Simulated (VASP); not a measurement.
# HfC (P6_3/mmc) in VASP: single point with PBEsol

Aim: the single point of HfC with PBEsol.

Everything below comes from runs of VASP 6.6.1. Logs are shortened: lines on timing, memory, paths and dates and some standing lists are left out, and cuts for length are marked.

### 1 The cell of the first run

The structure is hexagonal, space group P6_3/mmc (No. 194). Conventional cell: a = 3.343 Å, b = 3.343 Å, c = 5.203 Å, α = 90.00°, β = 90.00°, γ = 120.00°. Hf (site symmetry -6m2) has 6 C at 2.33 Å within 3.1 Å. Within 3.1 Å of C (site symmetry -3m) lie 6 Hf at 2.33 Å and 2 C at 2.60 Å.

### 2 Single point, PBEsol

Input file INCAR:

```
SYSTEM = HfC
PREC = Accurate
ENCUT = 520
EDIFF = 1E-6
ISMEAR = -1
SIGMA = 0.05
LREAL = .FALSE.
LASPH = .TRUE.
NELM = 80
ALGO = Normal
ISIF = 2
LWAVE = .FALSE.
LCHARG = .TRUE.
GGA = PS
LELF = .TRUE.
LVHAR = .TRUE.
NBANDS = 22
```

Input file KPOINTS:

```
Automatic mesh
0
G
  7 7 4
  0 0 0
```

Input file POSCAR:

```
HfC
1.0
    3.3428660000      0.0000000000      0.0000000000
   -1.6714330000      2.8950068774      0.0000000000
    0.0000000000      0.0000000000      5.2027140000
Hf C
2 2
Direct
    0.6666666667      0.3333333333      0.7500000000
    0.3333333333      0.6666666667      0.2500000000
    0.0000000000      0.0000000000      0.0000000000
    0.0000000000      0.0000000000      0.5000000000
```

Potentials or basis: VASP PAW PBE potentials, release 64 (Hf_pv, C).

Launch:

```
$ cat potpaw_PBE.64/Hf_pv/POTCAR potpaw_PBE.64/C/POTCAR > POTCAR
$ mpirun -np 1 vasp_std > vasp.out
```

OUTCAR:

```text
SYSTEM = HfC
   PREC = Accurate
   ENCUT = 520
   EDIFF = 1E-6
   ISMEAR = -1
   LREAL = .FALSE.
   LASPH = .TRUE.
   NELM = 80
   ISIF = 2
   GGA = PS

 ion  position               nearest neighbor table
   1  0.667  0.333  0.750-   3 2.33   4 2.33   3 2.33   4 2.33   3 2.33   4 2.33   2 3.24   2 3.24
                             2 3.24   2 3.24   2 3.24   2 3.24
   2  0.333  0.667  0.250-   3 2.33   4 2.33   3 2.33   4 2.33   3 2.33   4 2.33   1 3.24   1 3.24
                             1 3.24   1 3.24   1 3.24   1 3.24
   3  0.000  0.000  0.000-   1 2.33   2 2.33   2 2.33   1 2.33   1 2.33   2 2.33
   4  0.000  0.000  0.500-   1 2.33   2 2.33   2 2.33   1 2.33   1 2.33   2 2.33

  LATTYP: Found a hexagonal cell.
 ALAT       =     3.3428660000
 C/A-ratio  =     1.5563633122

  Lattice vectors:

 A1 = (   3.3428660000,   0.0000000000,   0.0000000000)
 A2 = (  -1.6714330000,   2.8950068774,   0.0000000000)
 A3 = (   0.0000000000,   0.0000000000,   5.2027140000)

Analysis of symmetry for initial positions (statically):
=====================================================================
 Subroutine PRICEL returns:
 Original cell was already a primitive cell.

 Routine SETGRP: Setting up the symmetry group for a
 hexagonal supercell.

 Subroutine GETGRP returns: Found 24 space group operations
 (whereof 12 operations were pure point group operations)
 out of a pool of 24 trial point group operations.

The static configuration has the point symmetry D_3d.
 The point group associated with its full space group is D_6h.

Analysis of symmetry for dynamics (positions and initial velocities):
=====================================================================
 Subroutine PRICEL returns:
 Original cell was already a primitive cell.

 Routine SETGRP: Setting up the symmetry group for a
 hexagonal supercell.

 Subroutine GETGRP returns: Found 24 space group operations
 (whereof 12 operations were pure point group operations)
 out of a pool of 24 trial point group operations.

The dynamic configuration has the point symmetry D_3d.
 The point group associated with its full space group is D_6h.

 Subroutine INISYM returns: Found 24 space group operations
 (whereof 12 operations are pure point group operations),
 and found     1 'primitive' translations

----------------------------------------------------------------------------------------

                                     Primitive cell

  volume of cell :      50.3499

  direct lattice vectors                    reciprocal lattice vectors
     3.342866000  0.000000000  0.000000000     0.299144507  0.172711161  0.000000000
    -1.671433000  2.895006877  0.000000000     0.000000000  0.345422323  0.000000000
     0.000000000  0.000000000  5.202714000     0.000000000  0.000000000  0.192207375

  length of vectors
     3.342866000  3.342866000  5.202714000     0.345422323  0.345422323  0.192207375

  position of ions in fractional coordinates (direct lattice)
     0.666666667  0.333333333  0.750000000
     0.333333333  0.666666667  0.250000000
     0.000000000  0.000000000  0.000000000
     0.000000000  0.000000000  0.500000000

  ion indices of the primitive-cell ions
   primitive index   ion index
                 1           1
                 2           2
                 3           3
                 4           4

----------------------------------------------------------------------------------------

 KPOINTS: Automatic mesh

Automatic generation of k-mesh.
 Grid dimensions read from file:
 generate k-points for:    7    7    4

 Generating k-lattice:

  Cartesian coordinates                     Fractional coordinates (reciprocal lattice)
     0.042734930  0.024673023  0.000000000     0.142857143  0.000000000  0.000000000
     0.000000000  0.049346046  0.000000000     0.000000000  0.142857143  0.000000000
     0.000000000  0.000000000  0.048051844     0.000000000  0.000000000  0.250000000

  Length of vectors
     0.049346046  0.049346046  0.048051844

  Shift w.r.t. Gamma in fractional coordinates (k-lattice)
     0.000000000  0.000000000  0.000000000

 Subroutine IBZKPT returns following result:
 ===========================================

 Found     24 irreducible k-points:

 Following reciprocal coordinates:
            Coordinates               Weight
  0.000000  0.000000  0.000000      1.000000
  0.142857  0.000000  0.000000      6.000000
  0.285714 -0.000000  0.000000      6.000000
  0.428571  0.000000  0.000000      6.000000
  0.142857  0.142857  0.000000      6.000000
  0.285714  0.142857  0.000000     12.000000
[... 16 lines left out ...]
  0.428571  0.142857  0.500000      6.000000
  0.285714  0.285714  0.500000      6.000000
   k-points           NKPTS =     24   k-points in BZ     NKDIM =     24   number of bands    NBANDS=     22
   number of dos      NEDOS =    301   number of ions     NIONS =      4
   total plane-waves  NPLWV =  31360
   dimension x,y,z NGX =    28 NGY =   28 NGZ =   40
   dimension x,y,z NGXF=    56 NGYF=   56 NGZF=   80
   ions per type =               2   2
   NGX,Y,Z   is equivalent  to a cutoff of  13.92, 13.92, 12.78 a.u.
   NGXF,Y,Z  is equivalent  to a cutoff of  27.85, 27.85, 25.56 a.u.
 SYSTEM =  HfC
   PREC   = accura    normal or accurate (medium, high low for compatibility)
   ISTART =      0    job   : 0-new  1-cont  2-samecut
   ICHARG =      2    charge: 1-file 2-atom 10-const
   ISPIN  =      1    spin polarized calculation?
   LNONCOLLINEAR =      F non collinear calculations
   LSORBIT =      F    spin-orbit coupling
   LASPH  =      T    aspherical Exc in radial PAW
   ENCUT  =  520.0 eV  38.22 Ry    6.18 a.u.   6.22  6.22  9.67*2*pi/ulx,y,z
   NELM   =     80;   NELMIN=  2; NELMDL= -5     # of ELM steps
   EDIFF  = 0.1E-05   stopping-criterion for ELM
   LREAL  =      F    real-space projection
   EDIFFG = 0.1E-04   stopping-criterion for IOM
   NSW    =      0    number of steps for IOM
   IBRION =     -1    ionic relax: 0-MD 1-quasi-New 2-CG
   NFREE  =      0    steps in history (QN), initial steepest desc. (CG)
   ISIF   =      2    stress and relaxation
   ISYM   =      2    0-nonsym 1-usesym 2-fastsym
   POTIM  = 0.5000    time-step for ionic-motion
   TEBEG  =    0.0;   TEEND  =   0.0 temperature during run
   PSTRESS=    0.0 pullay stress
   NELECT =      28.0000    total number of electrons
   NUPDOWN=      -1.0000    fix difference up-down
   EMIN   =  10.00;   EMAX   =-10.00  energy-range for DOS
   EFERMI =   0.00;   METHOD = LEGACY
   ISMEAR =    -1;   SIGMA  =   0.05  broadening in eV -4-tet -1-fermi 0-gaus
   EFERMI_NEDOS =   21; number of points for ismear=-14 and -15
   IALGO  =     38    algorithm
   IMIX   =      4    mixing-type and parameters
     AMIX     =   0.40;   BMIX     =  1.00
     AMIX_MAG =   1.60;   BMIX_MAG =  1.00
  volume/ion in A,a.u.               =      12.59        84.94
  Fermi-wavevector in a.u.,A,eV,Ry     =   1.346257  2.544057 24.659310  1.812408
  Thomas-Fermi vector in A             =   2.474104
   LORBIT       =      0    0 simple, 1 ext, 2 COOP (PROOUT), +10 PAW based schemes
   GGA     = PS    functional components
   LHFCALC =     F    Hartree Fock is set to
   AEXX    =    0.0000 exact exchange contribution
   IVDW    =     0    specifies the selected vdW correction
   LEPSILON=     F    determine dielectric tensor
   LRPA    =     F    only Hartree local field effects (RPA)
 non-spin polarized calculation
  energy-cutoff  :      520.00
  volume of cell :       50.35
 maximum number of plane-waves:      1375
 NGX is ok and might be reduce to    28
   NGX = 13   NGY = 13   NGZ = 19

 number of electron      28.0000002 magnetization

 Free energy of the ion-electron system (eV)
  ---------------------------------------------------
  ext. energy  EPLUGINS =         0.00000000
  ---------------------------------------------------
  free energy    TOTEN  =       -43.60164431 eV

  energy without entropy =      -43.59734847  energy(sigma->0) =      -43.59949639

 E-fermi :   6.1882     XC(G=0): -12.4124

 val. band max:        6.0592719203   @ k =   0.1429   0.1429   0.2500
 cond. band min:       6.2645865414   @ k =   0.2857   0.2857   0.0000
 fundamental gap:      0.2053146210
 Fermi energy:         6.1881767747

 k-point     1 :       0.0000    0.0000    0.0000
  band No.  band energies     occupation
      1     -24.2957      2.00000
      2     -23.7290      2.00000
      3     -23.7290      2.00000
      4     -23.6384      2.00000
      5     -23.6384      2.00000
      6     -23.5485      2.00000
[... 14 lines left out ...]
     21      10.2806      0.00000
     22      14.4098      0.00000

 k-point     2 :       0.1429    0.0000    0.0000
  band No.  band energies     occupation
      1     -24.2487      2.00000
      2     -23.8218      2.00000
      3     -23.7633      2.00000
      4     -23.7243      2.00000
      5     -23.6432      2.00000
      6     -23.5671      2.00000
[... 14 lines left out ...]
     21      11.4361      0.00000
     22      13.5638      0.00000

 k-point     3 :       0.2857   -0.0000    0.0000
  band No.  band energies     occupation
      1     -24.1272      2.00000
      2     -24.0317      2.00000
      3     -23.9035      2.00000
      4     -23.8310      2.00000
      5     -23.6630      2.00000
      6     -23.6241      2.00000
[... 14 lines left out ...]
     21      12.8585      0.00000
     22      13.0978      0.00000
[... 476 lines left out ...]
 k-point    23 :       0.4286    0.1429    0.5000
  band No.  band energies     occupation
      1     -24.2158      2.00000
      2     -24.2158      2.00000
      3     -23.8824      2.00000
      4     -23.8824      2.00000
      5     -23.6925      2.00000
      6     -23.6925      2.00000
[... 14 lines left out ...]
     21      14.1823      0.00000
     22      14.1857      0.00000

 k-point    24 :       0.2857    0.2857    0.5000
  band No.  band energies     occupation
      1     -24.1560      2.00000
      2     -24.1560      2.00000
      3     -23.9825      2.00000
      4     -23.9825      2.00000
      5     -23.6741      2.00000
      6     -23.6741      2.00000
[... 14 lines left out ...]
     21      13.5155      0.00000
     22      13.5155      0.00000

------------------------ aborting loop because EDIFF is reached ----------------------------------------

  FORCE on cell =-STRESS in cart. coord.  units (eV):
  Direction    XX          YY          ZZ          XY          YZ          ZX
  --------------------------------------------------------------------------------------
  -------------------------------------------------------------------------------------
  Total       -3.0568396     -3.0568396     -1.3388989      0.0000000     -0.0000000     -0.0000000
  in kB      -97.2712992    -97.2712992    -42.6049304      0.0000000     -0.0000000     -0.0000000
  external PRESSURE =     -79.0491763 kB  Pullay stress =       0.0000000 kB

 VOLUME and BASIS-vectors are now :
 -----------------------------------------------------------------------------
  energy-cutoff  :      520.00
  volume of cell :       50.35
      direct lattice vectors                 reciprocal lattice vectors
     3.342866000  0.000000000  0.000000000     0.299144507  0.172711161  0.000000000
    -1.671433000  2.895006877  0.000000000     0.000000000  0.345422323  0.000000000
     0.000000000  0.000000000  5.202714000     0.000000000  0.000000000  0.192207375

 POSITION                                       TOTAL-FORCE (eV/Angst)
 -----------------------------------------------------------------------------------
      1.67143      0.96500      3.90204        -0.000000      0.000000      0.000000
     -0.00000      1.93000      1.30068         0.000000     -0.000000      0.000000
      0.00000      0.00000      0.00000        -0.000000      0.000000      0.000000
      0.00000      0.00000      2.60136        -0.000000      0.000000      0.000000
 -----------------------------------------------------------------------------------
    total drift:                               -0.000000      0.000000     -0.000000

  FREE ENERGIE OF THE ION-ELECTRON SYSTEM (eV)
  ---------------------------------------------------
  free  energy   TOTEN  =       -43.6016443067 eV

  energy  without entropy=      -43.5973484694  energy(sigma->0) =      -43.59949639
```

It took 14 s on 1 thread of Intel Xeon 6975P-C (Granite Rapids), shared host; peak memory 0.18 GiB.

What came out:

```yaml
Free_energy: -43.6016 eV
Pressure: -7.9 GPa
Band_gap_on_the_k_mesh: zero (band 14 reaches 7.25 eV, above the bottom of band 15 at 6.06 eV)
```

Caveat: the PAW data sets were made with another functional, which shifts forces and pressure a little; spin-orbit coupling is left out, which moves the levels of the heavy elements.
